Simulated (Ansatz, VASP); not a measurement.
Nb in VASP and in Ansatz

```
Nb
1.0
    -1.65357    1.65357    1.65357
     1.65357   -1.65357    1.65357
     1.65357    1.65357   -1.65357
Nb
1
Direct
  0.00000 0.00000 0.00000
```

Alike in both runs: functional PBE; k mesh 13 × 13 × 13; occupations fermi-dirac, width 0.05 eV; collinear spin.

Ansatz relaxed the structure, and its values are those at the end. VASP's run is a single point on that final structure, the one shown.

```csv
,VASP,Ansatz
version,VASP 6.6.1,Ansatz 0.2.0
potentials or method,"VASP PAW PBE potentials, release 64 (Nb_sv), cutoff 520 eV","plane waves (420 eV) with PAW, scalar-relativistic"
valence electrons in the cell,13,13
```

```csv
,VASP,Ansatz,Ansatz less VASP
pressure (GPa),-0.4,0.0,+0.33
net moment per atom (μB),0.00,0.00,0.000
```

Ansatz's warnings: seeded moment not kept.
